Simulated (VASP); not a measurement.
The system is SiSn4.

```
Si Sn
1.0
     0.00000    4.11900    4.11900
     4.11900    0.00000    4.11900
     4.11900    4.11900    0.00000
Si Sn
1 4
Direct
  0.25000 0.25000 0.25000
  0.87326 0.87326 0.87326
  0.87326 0.87326 0.38023
  0.87326 0.38023 0.87326
  0.38023 0.87326 0.87326
```

The cell was built from a structure type or drawn by symmetry, and may not be a known phase.

```yaml
Program: VASP 6.6.1
Task: relaxation of cell and atoms
Functional: PBE
Potentials_or_basis: VASP PAW PBE potentials, release 64 (Si, Sn_d)
Cutoff: 600 eV
k_mesh: 4 × 4 × 4
Occupations: gaussian, width 0.1 eV
Spin: no spin polarisation
```

At the start: pressure 8.8 GPa; volume 27.95 Å³/atom.

Q: How do energy, volume and symmetry change on relaxing?

A: Over 3 steps the energy falls by 118.5 meV/atom and the volume is 32.65 Å³/atom (+16.8 %); space group F-43m (No. 216, to 0.1 Å) before and after.

Step by step:
| step | energy change (eV) | largest force (eV/Å) | pressure (GPa) | volume (Å³) |
| --- | --- | --- | --- | --- |
| 1 | 0.0000 | 0.7325 | 8.81 | 139.77 |
| 2 | -0.5263 | 0.1298 | -1.93 | 173.22 |
| 3 | -0.5924 | 0.0110 | 0.05 | 163.23 |

Final structure:
```
Si Sn
1.0
     0.00000    4.33769    4.33769
     4.33769    0.00000    4.33769
     4.33769    4.33769    0.00000
Si Sn
1 4
Cartesian
  2.1688 2.1688 2.1688
  7.5916 7.5916 7.5916
  5.4214 5.4214 7.5916
  5.4214 7.5916 5.4214
  7.5916 5.4214 5.4214
```

Caveat: the volume moved by over 15 % at a fixed basis, so the end points are rough.
